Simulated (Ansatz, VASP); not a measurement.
## N in VASP and in Ansatz

The input INCAR:

```
PREC     = Accurate       # precision mode
ENCUT    = 520            # plane-wave cutoff, eV
EDIFF    = 1E-6           # SCF threshold, eV
ISMEAR   = 0              # smearing method
SIGMA    = 0.05           # smearing width, eV
LREAL    = False          # projectors in reciprocal space
LASPH    = True           # aspherical terms in the spheres
NELM     = 100            # most SCF steps
ALGO     = Normal         # electronic algorithm
ISIF     = 2              # what is computed and relaxed
LWAVE    = False          # write WAVECAR
LCHARG   = False          # write CHGCAR
GGA      = PS             # functional
NBANDS   = 18             # bands
```

Contents of KPOINTS:

```
Automatic mesh
0
Gamma
  6 6 6
```

Contents of POSCAR:

```
N
1.0
    4.1991660401      0.0000000000      0.0000000000
    0.0000000000      4.1991660401      0.0000000000
    0.0000000000      0.0000000000      5.0568545077
N
4
Direct
    0.9042752000      0.9042752000      0.0000000000
    0.5957248000      0.4042752000      0.5000000000
    0.0957248000      0.0957248000      0.0000000000
    0.4042752000      0.5957248000      0.5000000000
```

Input for Ansatz:

```yaml
crystal:
  lattice:
    - [4.1991660401, 0.0, 0.0]
    - [0.0, 4.1991660401, 0.0]
    - [0.0, 0.0, 5.0568545077]
  atoms:
    - { symbol: "N", position: [0.9042752, 0.9042752, 0.0] }
    - { symbol: "N", position: [0.5957248, 0.4042752, 0.5] }
    - { symbol: "N", position: [0.0957248, 0.0957248, 0.0] }
    - { symbol: "N", position: [0.4042752, 0.5957248, 0.5] }
basis:
  ecutwfc: 420
kpoints:
  mp_grid: { grid: [6, 6, 6] }
hamiltonian:
  xc: pbesol
scf:
  occupations: { method: gaussian, width: 0.05 }
output:
  forces: true
  stress: true
  eigenvalues: true
```

Alike in both runs: task single point; functional PBEsol; k mesh 6 × 6 × 6; occupations gaussian, width 0.05 eV; no spin polarisation.

|  | VASP | Ansatz |
| --- | --- | --- |
| version | VASP 6.6.1 | Ansatz 0.2.0 |
| potentials or method | VASP PAW PBE potentials, release 64 (N), cutoff 520 eV | scalar-relativistic, plane waves, PAW |
| valence electrons in the cell | 20 | 20 |

VASP gave:

```
gap on the k mesh at the Fermi level (eV)                     : 6.51
least direct gap on the mesh (eV)                             : 6.58
pressure (GPa)                                                : -4.6
traceless stress, the component that is largest in VASP (GPa) : 4.95
rms of the force components (eV/Å)                            : 2.057
```

Problem. Estimate Ansatz's values.

Solution. gap on the k mesh at the Fermi level (eV): 6.55; least direct gap on the mesh (eV): 6.63; pressure (GPa): -6.0; traceless stress, the component that is largest in VASP (GPa): 6.44; rms of the force components (eV/Å): 2.701.

VASP's potentials were made for PBE, not for PBEsol. Atom by atom the forces differ by 0.644 eV/Å (rms over components).

Noted on VASP's run: the standard files for N, O and F lose accuracy on very short bonds.
